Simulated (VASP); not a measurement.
Write the native input for VASP 6.6.1 that does the following.

```
Task                   : single point
Functional             : PBE
Potentials or basis    : VASP PAW PBE potentials, release 64 (Mg, O)
Cutoff                 : 520 eV
k mesh                 : 10 × 10 × 10
Occupations            : fermi-dirac, width 0.02 eV
Spin                   : no spin polarisation
Dipole correction      : no
Further INCAR settings : ALGO = Normal; EDIFF = 1e-06; NBANDS = 11
```

The structure of MgO lies in POSCAR:

```
MgO
1.0
    2.6035865643     -0.0197625634     -0.0197625634
   -0.0197625634      2.6035865643     -0.0197625634
   -0.0197625634     -0.0197625634      2.6035865643
Mg O
1 1
Direct
    0.0000000000      0.0000000000      0.0000000000
    0.5000000000      0.5000000000      0.5000000000
```

This cell differs from its parent crystal: strain along [111] -2.3%.

The input as run:

INCAR

```
ALGO = Normal ; EDIFF = 1E-6
ENCUT = 520 ; GGA = PE
ISIF = 2 ; ISMEAR = -1
LASPH = True ; LCHARG = False
LREAL = False ; LWAVE = False
NBANDS = 11 ; NELM = 60
PREC = Accurate ; SIGMA = 0.02
```

KPOINTS

```
k-points
0
Gamma
  10 10 10
```

Potentials or basis: VASP PAW PBE potentials, release 64 (Mg, O).

Command:

```sh
$ cat potpaw_PBE.64/Mg/POTCAR potpaw_PBE.64/O/POTCAR > POTCAR
$ mpirun -np 1 vasp_std > vasp.out
```

It gave:

```json
{
 "Pressure": "9.5 GPa",
 "Band gap on the k mesh": "2.84 eV, indirect (least direct gap 3.84 eV)"
}
```

Caveat: the cell differs from its parent crystal (strain along [111] -2.3%).

Run time: 9.3 s on 1 thread of Intel(R) Xeon(R) Platinum 8375C CPU @ 2.90GHz (Ice Lake) (shared host), peak memory 0.14 GiB.
